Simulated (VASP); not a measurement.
ScAl3: single point with PBE

The system is ScAl3.

```
Sc Al
1.0
    -0.00013    4.09840   -0.00210
     0.00011   -0.00210    4.09782
     8.23306    0.00010    0.00034
Sc Al
2 6
Direct
  0.99994 0.00000 0.00000
  0.99999 0.99997 0.50000
  0.99981 0.50002 0.25002
  0.00020 0.49999 0.75004
  0.50009 0.49995 0.49998
  0.49994 0.50012 0.99997
  0.49993 0.00005 0.25000
  0.50012 0.99990 0.74999
```

```
Program                : VASP 6.6.1
Task                   : single point
Functional             : PBE
Potentials or basis    : VASP PAW PBE potentials, release 64 (Sc_sv, Al)
Cutoff                 : 520 eV
k mesh                 : 6 × 6 × 4
Occupations            : gaussian, width 0.2 eV
Spin                   : no spin polarisation
Dipole correction      : no
Further INCAR settings : ALGO = Fast; EDIFF = 1e-06; NBANDS = 30
```

```json
{"Pressure": "0.1 GPa", "Largest force": "0.004 eV/Å", "Band gap on the k mesh": "zero (bands 20 and 21 overlap by 2.62 eV)"}
```

Forces in eV/Å, atoms in the order of the input:
```
Sc   0.001  0.002  0.002
Sc   0.000  0.003  0.000
Al  -0.001  0.003  0.000
Al  -0.002 -0.003 -0.001
Al   0.001 -0.002  0.001
Al   0.002  0.001 -0.003
Al   0.000 -0.001 -0.001
Al   0.000 -0.002  0.002
```

Stress tensor (GPa, compression positive):
```
 0.00  0.00 -0.01
 0.00  0.11  0.07
-0.01  0.07  0.13
```

Levels at points of the mesh, in eV from the Fermi level:
| k point | band 16 | band 17 | band 18 | band 19 | band 20 | band 21 | band 22 | band 23 | band 24 | band 25 |
| --- | --- | --- | --- | --- | --- | --- | --- | --- | --- | --- |
| (0.00, 0.00, 0.00) | -1.81 | -1.71 | -1.71 | -1.46 | 0.80 | 0.98 | 0.98 | 1.25 | 1.27 | 1.27 |
| (0.50, 0.00, 0.00) | -1.70 | -1.48 | -0.55 | -0.54 | 0.77 | 0.93 | 0.98 | 1.20 | 1.34 | 1.36 |
| (0.00, 0.50, 0.00) | -1.70 | -1.48 | -0.55 | -0.54 | 0.77 | 0.93 | 0.98 | 1.19 | 1.34 | 1.36 |
| (0.50, 0.50, 0.00) | -4.36 | -2.98 | -2.97 | -2.96 | -0.57 | -0.57 | 0.91 | 1.16 | 1.31 | 2.05 |
| (0.00, 0.00, 0.50) | -1.75 | -1.75 | -1.75 | -0.35 | -0.35 | 1.05 | 1.05 | 1.05 | 1.05 | 1.43 |
| (0.50, 0.00, 0.50) | -2.65 | -1.29 | -1.29 | -0.07 | -0.07 | 0.96 | 0.96 | 1.31 | 1.31 | 2.27 |
| (0.00, 0.50, 0.50) | -2.65 | -1.29 | -1.29 | -0.07 | -0.07 | 0.96 | 0.96 | 1.31 | 1.31 | 2.27 |
| (0.50, 0.50, 0.50) | -3.80 | -2.07 | -2.07 | -1.83 | -1.83 | -1.83 | -1.82 | 1.94 | 1.94 | 2.52 |

It took 7.7 min on 1 thread of Intel(R) Xeon(R) Platinum 8259CL CPU @ 2.50GHz (Skylake/Cascade Lake), on a shared host, peak memory 0.4 GiB.
